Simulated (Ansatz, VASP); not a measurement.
# Zr3SeS2: VASP beside Ansatz

```
CELL_PARAMETERS angstrom
3.11738 -5.66768 0.00000
3.11738 5.66768 0.00000
0.00000 0.00000 3.85074
ATOMIC_POSITIONS crystal
Zr 0.00000 0.50000 0.00000
Zr 0.50000 0.00000 0.00000
Zr 0.50000 0.50000 0.50000
Se 0.00000 0.00000 0.50000
S 0.28153 0.71847 0.50000
S 0.71847 0.28153 0.50000
```

Alike in both runs: functional PBE; k mesh 4 × 4 × 4; occupations gaussian, width 0.1 eV; no spin polarisation.

Ansatz relaxed the structure, and its values are those at the end. VASP's run is a single point on that final structure, the one shown.

|  | VASP | Ansatz |
| --- | --- | --- |
| version | VASP 6.6.1 | Ansatz 0.2.0 |
| potentials or method | VASP PAW PBE potentials, release 64 (Zr_sv, Se, S), cutoff 520 eV | scalar-relativistic, plane waves, PAW |
| valence electrons in the cell | 54 | 64 |

```tsv
	VASP	Ansatz	Ansatz less VASP
gap on the k mesh at the Fermi level (eV)	none	none	-
pressure (GPa)	0.0	0.0	-0.01
```

A gap of «none» marks a metal or a gap that the smearing closes. VASP's potentials hold 54 valence electrons a cell and Ansatz's 64, so a difference there can come from the potentials and not from the codes.

The k mesh is coarse, so the values compare programs but aren't converged.
